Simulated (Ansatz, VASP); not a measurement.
BiAsSe in VASP and in Ansatz

```
CELL_PARAMETERS angstrom
3.91676 0.00000 0.00000
0.00000 3.91676 0.00000
0.00000 0.00000 5.49034
ATOMIC_POSITIONS crystal
Bi 0.00000 0.00000 0.48162
As 0.50000 0.50000 0.24026
Se 0.50000 0.50000 0.79962
```

Alike in both runs: task relaxation of cell and atoms; functional PBE; k mesh 12 × 12 × 8; occupations gaussian, width 0.1 eV; no spin polarisation.

|  | VASP | Ansatz |
| --- | --- | --- |
| version | VASP 6.6.1 | Ansatz 0.2.0 |
| potentials or method | VASP PAW PBE potentials, release 64 (Bi_d, As, Se), cutoff 600 eV | scalar-relativistic, plane waves, PAW |
| valence electrons in the cell | 26 | 46 |

```tsv
	VASP	Ansatz	Ansatz less VASP
gap on the k mesh at the Fermi level, each at its own relaxed structure (eV)	none	none	-
relaxed volume (Å³/atom)	28.04	28.03	-0.006
relaxed cell length with the largest relative difference (Å)	5.491	5.485	-0.0055
```

A gap of «none» marks a metal or a gap that the smearing closes. VASP's potentials hold 26 valence electrons a cell and Ansatz's 46, so a difference there can come from the potentials and not from the codes.

Spin-orbit coupling is off throughout.
